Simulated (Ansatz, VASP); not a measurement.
## CrB5: VASP beside Ansatz

```xyz
6
Lattice="3.3450 0.0000 0.0000 -1.6725 2.8968 0.0000 0.0000 0.0000 4.1924" Properties=species:S:1:pos:R:3 pbc="T T T"
Cr    0.0000    0.0000    2.0962
B     0.0000    1.9312    0.8931
B     1.6725    0.9656    0.8931
B     1.6725    0.9656    3.2994
B     0.0000    1.9312    3.2994
B     0.0000    0.0000    0.0000
```

Alike in both runs: task relaxation of cell and atoms; functional PBE; k mesh 12 × 12 × 10; occupations gaussian, width 0.1 eV; no spin polarisation.

|  | VASP | Ansatz |
| --- | --- | --- |
| version | VASP 6.6.1 | Ansatz 0.2.0 |
| potentials or method | VASP PAW PBE potentials, release 64 (Cr_pv, B), cutoff 600 eV | scalar-relativistic, plane waves, PAW |
| valence electrons in the cell | 27 | 29 |

|  | VASP | Ansatz | Ansatz less VASP |
| --- | --- | --- | --- |
| gap on the k mesh at the Fermi level, each at its own relaxed structure (eV) | none | none | - |
| relaxed volume (Å³/atom) | 6.75 | 6.76 | +0.005 |
| relaxed length of the cell vector where the two differ most in proportion (Å) | 3.331 | 3.332 | +0.0016 |

A gap of «none» marks a metal or a gap that the smearing closes. VASP's potentials hold 27 valence electrons a cell and Ansatz's 29, so a difference there can come from the potentials and not from the codes.
